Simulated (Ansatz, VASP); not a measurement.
# Two plane-wave programs on BeCd2S3

```xyz
6
Lattice="4.1819 0.0000 0.0000 -2.0910 3.6216 0.0000 0.0000 0.0000 7.7064" Properties=species:S:1:pos:R:3 pbc="T T T"
Be    2.0910    1.2072    0.0000
Cd    0.0000    2.4144    1.9809
Cd    0.0000    2.4144    5.7255
S     2.0910    1.2072    3.8532
S     0.0000    0.0000    0.0000
S     0.0000    0.0000    3.8532
```

Change from the starting cell: species swapped into the La2CuSi3 type (P-6m2, No. 187).

Alike in both runs: functional PBE; k mesh 12 × 12 × 4; occupations gaussian, width 0.1 eV; no spin polarisation.

Ansatz relaxed the structure, and its values are those at the end. VASP's run is a single point on that final structure, the one shown.

|  | VASP | Ansatz |
| --- | --- | --- |
| version | VASP 6.6.1 | Ansatz 0.2.0 |
| potentials or method | VASP PAW PBE potentials, release 64 (Be, Cd, S), cutoff 520 eV | scalar-relativistic, plane waves, PAW |
| valence electrons in the cell | 44 | 60 |

|  | VASP | Ansatz | Ansatz less VASP |
| --- | --- | --- | --- |
| gap on the k mesh at the Fermi level (eV) | none | none | - |
| pressure (GPa) | 0.1 | 0.0 | -0.12 |

A gap of «none» marks a metal or a gap that the smearing closes. VASP's potentials hold 44 valence electrons a cell and Ansatz's 60, so a difference there can come from the potentials and not from the codes.
